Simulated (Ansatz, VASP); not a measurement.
# One calculation of CoO, two programs

Contents of INCAR:

```
PREC = Accurate
ENCUT = 520
EDIFF = 1E-7
ISMEAR = 1
SIGMA = 0.0774
LREAL = False
LASPH = True
NELM = 150
ALGO = Normal
ISIF = 2
LWAVE = False
LCHARG = False
ISPIN = 2
MAGMOM = 2.5 2.5 0 0
LORBIT = 11
LMAXMIX = 4
LDAU = True
LDAUTYPE = 1
LDAUL = 2 -1
LDAUU = 4.4 0
LDAUJ = 0.9 0
LDAUPRINT = 1
GGA = PS
NBANDS = 27
```

Contents of KPOINTS:

```
regular mesh
0
Gamma
  7 7 4
```

Contents of POSCAR:

```
CoO
1.0
    3.1976460000      0.0000000000      0.0000000000
   -1.5988230000      2.7692420000      0.0000000000
    0.0000000000      0.0000000000      5.2287100000
Co O
2 2
Direct
    0.0000000000      0.0000000000      0.0034740000
    0.3333333333      0.6666666667      0.5033620000
    0.0000000000      0.0000000000      0.3716090000
    0.3333333333      0.6666666667      0.8715560000
```

Input for Ansatz:

```yaml
crystal:
  lattice:
    - [3.197646, 0.0, 0.0]
    - [-1.598823, 2.769242, 0.0]
    - [0.0, 0.0, 5.22871]
  atoms:
    - { symbol: Co, position: [0.0, 0.0, 0.003474], spin: 2.5 }
    - { symbol: Co, position: [0.3333333333333333, 0.6666666666666666, 0.503362], spin: 2.5 }
    - { symbol: O, position: [0.0, 0.0, 0.371609] }
    - { symbol: O, position: [0.3333333333333333, 0.6666666666666666, 0.871556] }
basis:
  ecutwfc: 489.804952427784
kpoints:
  mp_grid:
    grid: [7, 7, 4]
hamiltonian:
  xc: pbesol
  hubbard:
    - { species: Co, l: d, u: 4.4, j: 0.9 }
magnetization:
  spin_polarized: true
scf:
  occupations:
    method: cold
    width: 0.1
output:
  eigenvalues: true
```

Alike in both runs: task single point; functional PBEsol; k mesh 7 × 7 × 4; collinear spin; Hubbard terms Co d U = 4.4 eV, J = 0.9 eV.

|  | VASP | Ansatz |
| --- | --- | --- |
| version | VASP 6.6.1 | Ansatz 0.2.0 |
| potentials or method | VASP PAW PBE potentials, release 64 (Co, O), cutoff 520 eV | plane waves, PAW |
| occupations | methfessel-paxton of order 1, width 0.0774 eV | cold, width 0.1 eV |
| valence electrons in the cell | 30 | 46 |

Ansatz gave:

| Item | Value |
| --- | --- |
| gap on the k mesh at the Fermi level (eV) | 0.51 |
| net moment per atom (μB) | 1.50 |
| size of the moment on the site where the two differ most (μB) | 2.44 |

Task: What did VASP give for the same quantities?

Result: gap on the k mesh at the Fermi level (eV): 0.69; net moment per atom (μB): 1.50; size of the moment on the site where the two differ most (μB): 2.71.

VASP's potentials were made for PBE, not for PBEsol. Site moments also hang on the region over which each program counts them. The programs project onto different local orbitals, so the same U acts differently, and such runs can settle in different states. VASP's potentials hold 30 valence electrons a cell and Ansatz's 46, so a difference there can come from the potentials and not from the codes. Ansatz's warnings: stability check not made.
